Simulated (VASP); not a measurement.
## Zn: single point with PBE

Zn:

```
Zn
1.0
     3.93133    0.00000    0.00000
     0.00000    3.93133    0.00000
     0.00000    0.00000    3.93133
Zn
4
Cartesian
  0.1179 0.1179 0.1179
  1.8477 3.8134 2.0836
  2.0836 1.8477 3.8134
  3.8134 2.0836 1.8477
```

```json
{"Program": "VASP 6.6.1", "Task": "single point", "Functional": "PBE", "Potentials or basis": "VASP PAW PBE potentials, release 64 (Zn)", "Cutoff": "520 eV", "k mesh": "4 × 4 × 4", "Occupations": "gaussian, width 0.1 eV", "Spin": "no spin polarisation", "Dipole correction": "no", "Further INCAR settings": "ALGO = Normal; EDIFF = 1e-06; NBANDS = 32"}
```

* Pressure: 3.6 GPa
* Largest force: 0.475 eV/Å
* Band gap on the k mesh: zero (band 24 reaches 5.06 eV, above the bottom of band 25 at 1.74 eV)

Forces on the atoms (eV/Å):
```
Zn  -0.274 -0.274 -0.274
Zn   0.274  0.274 -0.274
Zn  -0.274  0.274  0.274
Zn   0.274 -0.274  0.274
```

Levels at points of the mesh, in eV from the Fermi level:
```tsv
k point	band 22	band 23	band 24	band 25	band 26	band 27
(0.00, 0.00, 0.00)	-0.82	-0.82	-0.82	1.86	1.86	1.86
(0.50, 0.00, 0.00)	-6.71	2.16	2.16	2.43	2.43	3.30
(0.50, 0.50, 0.00)	-4.45	-4.38	-4.38	4.61	4.61	5.47
(0.50, 0.50, 0.50)	-2.77	-2.77	-2.77	-1.16	-1.16	-1.16
```

It took 35 s on 1 thread of Intel(R) Xeon(R) Platinum 8259CL CPU @ 2.50GHz (Skylake/Cascade Lake) (shared host), peak memory 0.16 GiB.

Caveat: the k points lie up to 0.40 Å⁻¹ apart.
